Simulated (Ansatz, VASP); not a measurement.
**Two plane-wave programs on Ga2SbP**

INCAR

```
ALGO = Normal ; EDIFF = 1E-6
ENCUT = 520 ; GGA = PE
ISIF = 2 ; ISMEAR = -1
LASPH = True ; LCHARG = True
LELF = True ; LREAL = False
LVHAR = True ; LWAVE = False
NBANDS = 26 ; NELM = 60
PREC = Accurate ; SIGMA = 0.02
```

The input KPOINTS:

```
k-points
0
Gamma
  6 6 4
```

Contents of POSCAR:

```
Ga2SbP
1.0
    4.0635642584      0.0000000000      0.0000000000
    0.0000000000      4.0635642584      0.0000000000
    0.0000000000      0.0000000000      5.8034925878
P Ga Sb
1 2 1
Direct
    0.0000000000      0.0000000000      0.0000000000
    0.0000000000      0.5000000000      0.7761964639
    0.5000000000      0.0000000000      0.2238035361
    0.5000000000      0.5000000000      0.5000000000
```

Input for Ansatz:

```yaml
crystal:
  lattice:
    - [4.0635642584, 0.0, 0.0]
    - [0.0, 4.0635642584, 0.0]
    - [0.0, 0.0, 5.8034925878]
  atoms:
    - { symbol: P, position: [0.0, 0.0, 0.0] }
    - { symbol: Ga, position: [0.0, 0.5, 0.7761964639] }
    - { symbol: Sb, position: [0.5, 0.5, 0.5] }
    - { symbol: Ga, position: [0.5, 0.0, 0.2238035361] }
kpoints:
  mp_grid: { grid: [6, 6, 4] }
  band_path:
    path:
      - [0.0, 0.0, 0.0]
      - [0.0, 0.5, 0.0]
      - [0.5, 0.5, 0.0]
      - [0.0, 0.0, 0.5]
      - [0.0, 0.5, 0.5]
      - [0.5, 0.5, 0.5]
    npoints: 1
hamiltonian:
  xc: pbe
scf:
  occupations: { method: fermi_dirac, width: 0.02 }
  n_extra_bands: 5
output:
  forces: true
  stress: true
  eigenvalues: true
```

Change from the starting cell: biaxial_xy strain -0.7%.

Alike in both runs: task single point; functional PBE; k mesh 6 × 6 × 4; occupations fermi-dirac, width 0.02 eV; no spin polarisation.

```csv
,VASP,Ansatz
version,VASP 6.6.1,Ansatz 0.2.0
potentials or method,"VASP PAW PBE potentials, release 64 (P, Ga_d, Sb)","plane waves, PAW"
plane-wave cutoff (eV),520,420
valence electrons in the cell,36,46
```

VASP gave:

| Property | Result |
| --- | --- |
| pressure (GPa) | 3.2 |
| rms of the force components (eV/Å) | 0.028 |

Problem. Which values does Ansatz return?

Solution. Pressure (GPa): 3.1; rms of the force components (eV/Å): 0.024.

VASP's potentials hold 36 valence electrons a cell and Ansatz's 46, so a difference there can come from the potentials and not from the codes.

Spin-orbit coupling is off throughout.
